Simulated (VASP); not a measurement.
# Si (I4/mmm) in VASP: further runs

The runs below take Si through single point, with r2SCAN.

Everything below comes from runs of VASP 6.6.1. Logs are shortened: lines on timing, memory, paths and dates and some standing lists are left out, and cuts for length are marked.

### Step 1. The cell of the first run

The structure is tetragonal, space group I4/mmm (No. 139). Conventional cell: a = 2.524 Å, b = 2.524 Å, c = 4.510 Å, α = 90.00°, β = 90.00°, γ = 90.00°. Si (site symmetry 4/mmm) has 12 Si at 2.52 to 2.88 Å within 3.3 Å.

### Step 2. Single point, r2SCAN

POSCAR

```
Si
1.0
   -1.2618898988      1.2618898988      2.2552234323
    1.2618898988     -1.2618898988      2.2552234323
    1.2618898988      1.2618898988     -2.2552234323
Si
1
Direct
    0.0000000000      0.0000000000      0.0000000000
```

INCAR.step1

```
SYSTEM = Si
PREC = Accurate
ENCUT = 520
ISMEAR = 0
SIGMA = 0.1
LREAL = .FALSE.
LASPH = .TRUE.
NELM = 100
NBANDS = 8
GGA = PE
ALGO = Normal
EDIFF = 1E-4
LWAVE = .TRUE.
LCHARG = .FALSE.
```

INCAR.step2

```
SYSTEM = Si
PREC = Accurate
ENCUT = 520
EDIFF = 1E-6
ISMEAR = 0
SIGMA = 0.1
LREAL = .FALSE.
LASPH = .TRUE.
NELM = 100
ALGO = Normal
ISIF = 2
LWAVE = .FALSE.
LCHARG = .FALSE.
METAGGA = R2SCAN
LMIXTAU = .TRUE.
NBANDS = 8
ISTART = 1
```

KPOINTS

```
regular mesh
0
G
  30 30 30
  0 0 0
```

Potentials or basis: VASP PAW PBE potentials, release 64 (Si).

Launch:

```console
$ cat potpaw_PBE.64/Si/POTCAR > POTCAR
$ cp INCAR.step1 INCAR
$ mpirun -np 1 vasp_std > vasp.out
$ cp INCAR.step2 INCAR
$ mpirun -np 1 vasp_std > vasp.out
```

OUTCAR:

```text
SYSTEM = Si
   PREC = Accurate
   ENCUT = 520
   EDIFF = 1E-6
   ISMEAR = 0
   LREAL = .FALSE.
   LASPH = .TRUE.
   NELM = 100
   ISIF = 2
   METAGGA = R2SCAN
   ISTART = 1

 ion  position               nearest neighbor table
   1  0.000  0.000  0.000-

  LATTYP: Found a body centered tetragonal cell.
 ALAT       =     2.5237797976
 C/A-ratio  =     1.7871792416

  Lattice vectors:

 A1 = (  -1.2618898988,   1.2618898988,   2.2552234323)
 A2 = (   1.2618898988,  -1.2618898988,   2.2552234323)
 A3 = (   1.2618898988,   1.2618898988,  -2.2552234323)

Analysis of symmetry for initial positions (statically):
=====================================================================
 Subroutine PRICEL returns:
 Original cell was already a primitive cell.

 Routine SETGRP: Setting up the symmetry group for a
 body centered tetragonal supercell.

 Subroutine GETGRP returns: Found 16 space group operations
 (whereof 16 operations were pure point group operations)
 out of a pool of 16 trial point group operations.

The static configuration has the point symmetry D_4h.

Analysis of symmetry for dynamics (positions and initial velocities):
=====================================================================
 Subroutine PRICEL returns:
 Original cell was already a primitive cell.

 Routine SETGRP: Setting up the symmetry group for a
 body centered tetragonal supercell.

 Subroutine GETGRP returns: Found 16 space group operations
 (whereof 16 operations were pure point group operations)
 out of a pool of 16 trial point group operations.

The dynamic configuration has the point symmetry D_4h.

 Subroutine INISYM returns: Found 16 space group operations
 (whereof 16 operations are pure point group operations),
 and found     1 'primitive' translations

----------------------------------------------------------------------------------------

                                     Primitive cell

  volume of cell :      14.3646

  direct lattice vectors                    reciprocal lattice vectors
    -1.261889899  1.261889899  2.255223432     0.000000000  0.396231082  0.221707523
     1.261889899 -1.261889899  2.255223432     0.396231082  0.000000000  0.221707523
     1.261889899  1.261889899 -2.255223432     0.396231082  0.396231082  0.000000000

  length of vectors
     2.875893768  2.875893768  2.875893768     0.454041073  0.454041073  0.560355370

  position of ions in fractional coordinates (direct lattice)
     0.000000000  0.000000000  0.000000000

  ion indices of the primitive-cell ions
   primitive index   ion index
                 1           1

----------------------------------------------------------------------------------------

 KPOINTS: regular mesh

Automatic generation of k-mesh.
 Grid dimensions read from file:
 generate k-points for:   30   30   30

 Generating k-lattice:

  Cartesian coordinates                     Fractional coordinates (reciprocal lattice)
     0.000000000  0.013207703  0.007390251     0.033333333  0.000000000 -0.000000000
     0.013207703  0.000000000  0.007390251     0.000000000  0.033333333 -0.000000000
     0.013207703  0.013207703  0.000000000     0.000000000  0.000000000  0.033333333

  Length of vectors
     0.015134702  0.015134702  0.018678512

  Shift w.r.t. Gamma in fractional coordinates (k-lattice)
     0.000000000  0.000000000  0.000000000

 Subroutine IBZKPT returns following result:
 ===========================================

 Found   1992 irreducible k-points:

 Following reciprocal coordinates:
            Coordinates               Weight
  0.000000  0.000000  0.000000      1.000000
  0.033333  0.000000 -0.000000      8.000000
  0.066667  0.000000 -0.000000      8.000000
  0.100000  0.000000 -0.000000      8.000000
  0.133333  0.000000 -0.000000      8.000000
  0.166667 -0.000000  0.000000      8.000000
[... 16 lines left out ...]
  0.233333  0.033333 -0.000000     16.000000
  0.266667  0.033333 -0.000000     16.000000
 [... further k-points ...]
   k-points           NKPTS =   1992   k-points in BZ     NKDIM =   1992   number of bands    NBANDS=      8
   number of dos      NEDOS =    301   number of ions     NIONS =      1
   total plane-waves  NPLWV =  13824
   dimension x,y,z NGX =    24 NGY =   24 NGZ =   24
   dimension x,y,z NGXF=    48 NGYF=   48 NGZF=   48
   ions per type =               1
   NGX,Y,Z   is equivalent  to a cutoff of  13.87, 13.87, 13.87 a.u.
   NGXF,Y,Z  is equivalent  to a cutoff of  27.75, 27.75, 27.75 a.u.
 SYSTEM =  Si
   PREC   = accura    normal or accurate (medium, high low for compatibility)
   ISTART =      1    job   : 0-new  1-cont  2-samecut
   ICHARG =      0    charge: 1-file 2-atom 10-const
   ISPIN  =      1    spin polarized calculation?
   LNONCOLLINEAR =      F non collinear calculations
   LSORBIT =      F    spin-orbit coupling
   LASPH  =      T    aspherical Exc in radial PAW
   ENCUT  =  520.0 eV  38.22 Ry    6.18 a.u.   5.35  5.35  5.35*2*pi/ulx,y,z
   NELM   =    100;   NELMIN=  2; NELMDL=  0     # of ELM steps
   EDIFF  = 0.1E-05   stopping-criterion for ELM
   LREAL  =      F    real-space projection
   EDIFFG = 0.1E-04   stopping-criterion for IOM
   NSW    =      0    number of steps for IOM
   IBRION =     -1    ionic relax: 0-MD 1-quasi-New 2-CG
   NFREE  =      0    steps in history (QN), initial steepest desc. (CG)
   ISIF   =      2    stress and relaxation
   ISYM   =      2    0-nonsym 1-usesym 2-fastsym
   POTIM  = 0.5000    time-step for ionic-motion
   TEBEG  =    0.0;   TEEND  =   0.0 temperature during run
   PSTRESS=    0.0 pullay stress
   NELECT =       4.0000    total number of electrons
   NUPDOWN=      -1.0000    fix difference up-down
   EMIN   =  10.00;   EMAX   =-10.00  energy-range for DOS
   EFERMI =   0.00;   METHOD = LEGACY
   ISMEAR =     0;   SIGMA  =   0.10  broadening in eV -4-tet -1-fermi 0-gaus
   EFERMI_NEDOS =   21; number of points for ismear=-14 and -15
   IALGO  =     38    algorithm
   IMIX   =      4    mixing-type and parameters
     AMIX     =   0.40;   BMIX     =  1.00
     AMIX_MAG =   1.60;   BMIX_MAG =  1.00
  volume/ion in A,a.u.               =      14.36        96.94
  Fermi-wavevector in a.u.,A,eV,Ry     =   1.069048  2.020208 15.549613  1.142864
  Thomas-Fermi vector in A             =   2.204716
   LORBIT       =      0    0 simple, 1 ext, 2 COOP (PROOUT), +10 PAW based schemes
   METAGGA = R2SCAN    functional components
   LHFCALC =     F    Hartree Fock is set to
   AEXX    =    0.0000 exact exchange contribution
   IVDW    =     0    specifies the selected vdW correction
   LEPSILON=     F    determine dielectric tensor
   LRPA    =     F    only Hartree local field effects (RPA)
 non-spin polarized calculation
 Gauss-broadening in eV      SIGMA  =   0.10
  energy-cutoff  :      520.00
  volume of cell :       14.36
 maximum number of plane-waves:       409
 NGX is ok and might be reduce to    24

 number of electron       4.0000000 magnetization

 Free energy of the ion-electron system (eV)
  ---------------------------------------------------
  ext. energy  EPLUGINS =         0.00000000
  ---------------------------------------------------
  free energy    TOTEN  =        -8.03983499 eV

  energy without entropy =       -8.03804735  energy(sigma->0) =       -8.03894117

 E-fermi :  10.2596     XC(G=0): -11.9768

 val. band max:       10.2572621684   @ k =   0.3667   0.2667   0.1667
 cond. band min:      10.2649839412   @ k =   0.3333   0.2667   0.1000
 fundamental gap:      0.0077217728
 Fermi energy:        10.2595679947

 k-point     1 :       0.0000    0.0000    0.0000
  band No.  band energies     occupation
      1      -5.1376      2.00000
      2      20.8917      0.00000
      3      21.3151      0.00000
      4      22.6307      0.00000
      5      22.6307      0.00000
      6      23.3607      0.00000
      7      24.9081      0.00000
      8      24.9081      0.00000

 k-point     2 :       0.0333    0.0000   -0.0000
  band No.  band energies     occupation
      1      -5.1022      2.00000
      2      20.6822      0.00000
      3      20.7613      0.00000
      4      22.5785      0.00000
      5      22.9212      0.00000
      6      23.5750      0.00000
      7      24.6985      0.00000
      8      25.0179      0.00000

 k-point     3 :       0.0667    0.0000   -0.0000
  band No.  band energies     occupation
      1      -4.9961      2.00000
      2      19.6661      0.00000
      3      20.2315      0.00000
      4      22.4495      0.00000
      5      22.8921      0.00000
      6      24.2068      0.00000
      7      24.5238      0.00000
      8      25.3192      0.00000

 k-point     4 :       0.1000    0.0000   -0.0000
  band No.  band energies     occupation
      1      -4.8195      2.00000
      2      18.3909      0.00000
      3      19.6637      0.00000
      4      22.2942      0.00000
      5      22.3777      0.00000
      6      24.4663      0.00000
      7      25.2287      0.00000
      8      25.7592      0.00000

 k-point     5 :       0.1333    0.0000   -0.0000
  band No.  band energies     occupation
      1      -4.5724      2.00000
      2      17.0036      0.00000
      3      19.0832      0.00000
      4      21.7304      0.00000
      5      22.1496      0.00000
      6      24.6365      0.00000
      7      26.2026      0.00000
      8      26.2958      0.00000
[... 177 lines left out ...]
 k-point    22 :       0.2000    0.0333   -0.0000
  band No.  band energies     occupation
      1      -3.7325      2.00000
      2      13.7855      0.00000
      3      17.5972      0.00000
      4      20.3218      0.00000
      5      21.5784      0.00000
      6      25.2365      0.00000
      7      27.4407      0.00000
      8      28.8141      0.00000

 k-point    23 :       0.2333    0.0333   -0.0000
  band No.  band energies     occupation
      1      -3.2596      2.00000
      2      12.3467      0.00000
      3      17.1502      0.00000
      4      19.9188      0.00000
      5      21.4413      0.00000
      6      25.3569      0.00000
      7      28.0574      0.00000
      8      29.5005      0.00000

 k-point    24 :       0.2667    0.0333   -0.0000
  band No.  band energies     occupation
      1      -2.7179      2.00000
      2      10.9382      0.00000
      3      16.7549      0.00000
      4      19.5251      0.00000
      5      21.4074      0.00000
      6      25.4935      0.00000
      7      28.1196      0.00000
      8      29.8608      0.00000

 [... further k-points ...]

------------------------ aborting loop because EDIFF is reached ----------------------------------------

  FORCE on cell =-STRESS in cart. coord.  units (eV):
  Direction    XX          YY          ZZ          XY          YZ          ZX
  --------------------------------------------------------------------------------------
  -------------------------------------------------------------------------------------
  Total       -0.0021632     -0.0021632      0.0162595      0.0000000      0.0000000      0.0000000
  in kB       -0.2412740     -0.2412740      1.8135320      0.0000000      0.0000000      0.0000000
  external PRESSURE =       0.4436613 kB  Pullay stress =       0.0000000 kB

 VOLUME and BASIS-vectors are now :
 -----------------------------------------------------------------------------
  energy-cutoff  :      520.00
  volume of cell :       14.36
      direct lattice vectors                 reciprocal lattice vectors
    -1.261889899  1.261889899  2.255223432     0.000000000  0.396231082  0.221707523
     1.261889899 -1.261889899  2.255223432     0.396231082  0.000000000  0.221707523
     1.261889899  1.261889899 -2.255223432     0.396231082  0.396231082  0.000000000

 POSITION                                       TOTAL-FORCE (eV/Angst)
 -----------------------------------------------------------------------------------
      0.00000      0.00000      0.00000         0.000000     -0.000000     -0.000000
 -----------------------------------------------------------------------------------
    total drift:                                0.000000     -0.000000      0.000000

  FREE ENERGIE OF THE ION-ELECTRON SYSTEM (eV)
  ---------------------------------------------------
  free  energy   TOTEN  =        -8.0398349945 eV

  energy  without entropy=       -8.0380473469  energy(sigma->0) =       -8.03894117
```

Wall time 3.8 min (1 thread of Intel Xeon 6975P-C (Granite Rapids), shared host); peak memory 0.31 GiB.

Results:

* Free energy: -8.0398 eV
* Pressure: 0.0 GPa
* Band gap on the k mesh: zero (bands 2 and 3 overlap by 15.47 eV)

Stress tensor (GPa, compression positive):
```
-0.02  0.00  0.00
 0.00 -0.02  0.00
 0.00  0.00  0.18
```

Caveat: the PAW data sets were made with another functional, which shifts forces and pressure a little.

### Step 3. Single point, r2SCAN

This run uses another cell than the first one, of 14.10 Å³/atom.

POSCAR

```
Si
1.0
   -1.2867811163      1.2867811163      2.1295088016
    1.2867811163     -1.2867811163      2.1295088016
    1.2867811163      1.2867811163     -2.1295088016
Si
1
Direct
    0.0000000000      0.0000000000      0.0000000000
```

INCAR.step1

```
PREC = Accurate
ENCUT = 520
ISMEAR = 0
SIGMA = 0.1
LREAL = False
LASPH = True
NELM = 60
NBANDS = 8
GGA = PE
ALGO = Normal
EDIFF = 1E-4
LWAVE = True
LCHARG = False
```

INCAR.step2

```
PREC = Accurate
ENCUT = 520
EDIFF = 1E-6
ISMEAR = 0
SIGMA = 0.1
LREAL = False
LASPH = True
NELM = 60
ALGO = Normal
ISIF = 2
LWAVE = False
LCHARG = False
METAGGA = R2SCAN
LMIXTAU = True
NBANDS = 8
ISTART = 1
```

KPOINTS

```
Automatic mesh
0
Gamma
  8 8 8
```

Potentials or basis: VASP PAW PBE potentials, release 64 (Si).

Launch:

```console
$ cat potpaw_PBE.64/Si/POTCAR > POTCAR
$ cp INCAR.step1 INCAR
$ mpirun -np 1 vasp_std > vasp.out
$ cp INCAR.step2 INCAR
$ mpirun -np 1 vasp_std > vasp.out
```

It took 18 s on 1 thread of AMD EPYC 9R45 (Zen 5), shared host; peak memory 0.1 GiB.

Results (log left out):

| Item | Value |
| --- | --- |
| Free energy | -8.0322 eV |
| Pressure | 0.1 GPa |
| Band gap on the k mesh | zero (bands 2 and 3 overlap by 15.25 eV) |

Stress tensor (GPa, compression positive):
```
0.08 0.00 0.00
0.00 0.08 0.00
0.00 0.00 0.26
```

Levels at points of the mesh, in eV from the Fermi level:
```tsv
k point	band 1	band 2	band 3	band 4	band 5	band 6
(0.00, 0.00, 0.00)	-15.63	11.50	11.98	12.37	12.37	13.87
(0.50, 0.00, 0.00)	-8.00	-7.61	6.83	8.89	11.74	13.66
(0.50, 0.50, 0.00)	-5.09	-3.26	1.79	3.53	4.20	6.41
(0.50, 0.50, 0.50)	-7.25	-7.24	5.77	5.77	5.83	10.19
```

Caveat: the PAW data sets were made with another functional, which shifts forces and pressure a little.

### Step 4. Single point, r2SCAN

This run uses another cell than the first one: it holds 4 atoms, not 1.

POSCAR

```
Si
1.0
   -3.3254442900      3.3254442900      1.9223856600
    3.3254442900     -3.3254442900      1.9223856600
    3.3254442900      3.3254442900     -1.9223856600
Si
4
Direct
    0.1788010600      0.1788010600      0.3576021200
    0.8211989400      0.8211989400      0.6423978800
    0.1788010600      0.8211989400      0.0000000000
    0.8211989400      0.1788010600      0.0000000000
```

INCAR.step1

```
PREC = Accurate ; ENCUT = 520
ISMEAR = 0 ; SIGMA = 0.1
LREAL = F ; LASPH = T
NELM = 80 ; NBANDS = 16
GGA = PE ; ALGO = Normal
EDIFF = 1E-4 ; LWAVE = T
LCHARG = F
```

INCAR.step2

```
PREC = Accurate ; ENCUT = 520
EDIFF = 1E-7 ; ISMEAR = 0
SIGMA = 0.1 ; LREAL = F
LASPH = T ; NELM = 80
ALGO = Normal ; ISIF = 2
LWAVE = F ; LCHARG = F
METAGGA = R2SCAN ; LMIXTAU = T
NBANDS = 16 ; ISTART = 1
```

KPOINTS

```
Automatic mesh
0
Gamma
  6 6 6
```

Launch:

```console
$ cat potpaw_PBE.64/Si/POTCAR > POTCAR
$ cp INCAR.step1 INCAR
$ mpirun -np 1 vasp_std > vasp.out
$ cp INCAR.step2 INCAR
$ mpirun -np 1 vasp_std > vasp.out
```

It took 3.3 min on 1 thread of Intel Xeon Platinum 8259CL at 2.50GHz (Skylake/Cascade Lake), shared host; peak memory 0.25 GiB.

Results (log left out):

```yaml
Free_energy: -34.6218 eV
Pressure: -0.1 GPa
Band_gap_on_the_k_mesh: 0.41 eV (least direct gap 0.59 eV)
```

Forces on the atoms (eV/Å):
```
Si   0.002  0.002  0.000
Si  -0.002 -0.002  0.000
Si  -0.002  0.002  0.000
Si   0.002 -0.002  0.000
```

Levels at points of the mesh, in eV from the valence-band top:
| k point | band 6 | band 7 | band 8 | band 9 | band 10 | band 11 |
| --- | --- | --- | --- | --- | --- | --- |
| (0.00, 0.00, 0.00) | -1.59 | -1.59 | -0.60 | 1.57 | 1.87 | 1.87 |
| (0.50, 0.00, 0.00) | -3.62 | -2.52 | -1.52 | 1.03 | 2.68 | 3.30 |
| (0.50, 0.50, 0.00) | -2.12 | -1.95 | -1.73 | 1.89 | 2.15 | 2.17 |
| (0.50, 0.50, 0.50) | -0.25 | 0.00 | 0.00 | 0.59 | 3.76 | 3.82 |

Caveat: the PAW data sets were made with another functional, which shifts forces and pressure a little. A k mesh can miss the band edges.

### Step 5. Single point, r2SCAN

This run uses another cell than the first one: it holds 4 atoms, not 1.

POSCAR

```
Si
1.0
   -3.3273296642      3.3273296642      1.9218805225
    3.3273296642     -3.3273296642      1.9218805225
    3.3273296642      3.3273296642     -1.9218805225
Si
4
Direct
    0.1787531991      0.1787531991      0.3575063982
    0.8212468009      0.8212468009      0.6424936018
    0.1787531991      0.8212468009      0.0000000000
    0.8212468009      0.1787531991      0.0000000000
```

INCAR.step1

```
PREC     = Accurate       # precision mode
ENCUT    = 520            # plane-wave cutoff, eV
ISMEAR   = 0              # smearing method
SIGMA    = 0.02           # smearing width, eV
LREAL    = F              # projectors in reciprocal space
LASPH    = T              # aspherical terms in the spheres
NELM     = 100            # most SCF steps
NBANDS   = 16             # bands
GGA      = PE             # functional
ALGO     = Normal         # electronic algorithm
EDIFF    = 1E-4           # SCF threshold, eV
LWAVE    = T              # write WAVECAR
LCHARG   = F              # write CHGCAR
```

INCAR.step2

```
PREC     = Accurate       # precision mode
ENCUT    = 520            # plane-wave cutoff, eV
EDIFF    = 1E-6           # SCF threshold, eV
ISMEAR   = 0              # smearing method
SIGMA    = 0.02           # smearing width, eV
LREAL    = F              # projectors in reciprocal space
LASPH    = T              # aspherical terms in the spheres
NELM     = 100            # most SCF steps
ALGO     = Normal         # electronic algorithm
ISIF     = 2              # what is computed and relaxed
LWAVE    = F              # write WAVECAR
LCHARG   = F              # write CHGCAR
METAGGA  = R2SCAN         # meta-GGA
LMIXTAU  = T            
NBANDS   = 16             # bands
ISTART   = 1
```

KPOINTS

```
regular mesh
0
Gamma
  10 10 10
```

Launch:

```console
$ cat potpaw_PBE.64/Si/POTCAR > POTCAR
$ cp INCAR.step1 INCAR
$ mpirun -np 1 vasp_std > vasp.out
$ cp INCAR.step2 INCAR
$ mpirun -np 1 vasp_std > vasp.out
```

Run time: 14 min. Hardware: 1 thread of Intel Xeon Platinum 8259CL at 2.50GHz (Skylake/Cascade Lake), shared host; peak memory 0.3 GiB.

Results (log left out):

| Quantity | Value |
| --- | --- |
| Free energy | -34.6301 eV |
| Pressure | -0.2 GPa |
| Largest force | 0.004 eV/Å |
| Band gap on the k mesh | 0.50 eV (least direct gap 0.60 eV) |

Forces in eV/Å, atoms in the order of the input:
```
Si   0.003  0.003  0.000
Si  -0.003 -0.003  0.000
Si  -0.003  0.003  0.000
Si   0.003 -0.003  0.000
```

Levels at points of the mesh, in eV from the valence-band top:
```tsv
k point	band 4	band 5	band 6	band 7	band 8	band 9	band 10	band 11	band 12	band 13
(0.00, 0.00, 0.00)	-5.80	-3.94	-1.58	-1.58	-0.60	1.58	1.87	1.87	2.54	2.54
(0.50, 0.00, 0.00)	-6.39	-4.56	-3.62	-2.51	-1.51	1.04	2.68	3.30	3.77	4.52
(0.50, 0.50, 0.00)	-5.12	-2.99	-2.11	-1.95	-1.72	1.90	2.17	2.18	4.34	4.63
(0.50, 0.50, 0.50)	-5.23	-3.10	-0.24	0.00	0.00	0.60	3.75	3.81	4.29	4.78
```

Caveat: the PAW data sets were made with another functional, which shifts forces and pressure a little. A k mesh can miss the band edges.

### Step 6. Overview

```csv
cell,k mesh,smearing,gap on the mesh (eV),pressure (GPa)
"a = 2.876 Å, angles 127.9, 127.9, 76.7°, 1 atom, atomic positions A",30 × 30 × 30,gaussian 0.1 eV,none,0.0
"a = 2.801 Å, angles 125.3, 125.3, 81.0°, 1 atom, atomic positions A",8 × 8 × 8,gaussian 0.1 eV,none,0.1
"a = 5.081 Å, angles 98.2, 98.2, 135.5°, 4 atoms, atomic positions B",6 × 6 × 6,gaussian 0.1 eV,0.41,-0.1
"a = 5.083 Å, angles 98.2, 98.2, 135.6°, 4 atoms, atomic positions C",10 × 10 × 10,gaussian 0.02 eV,0.50,-0.2
```

Alike in all rows: task single point; level r2SCAN; potentials or basis VASP PAW PBE potentials, release 64 (Si); no spin polarisation; cutoff (eV) 520.

Caveats: the PAW data sets were made with another functional, which shifts forces and pressure a little.

Absolute energies hang on the potentials; compare differences alone.

The gap in the log of VASP goes by the Fermi energy; the results here count the filled bands.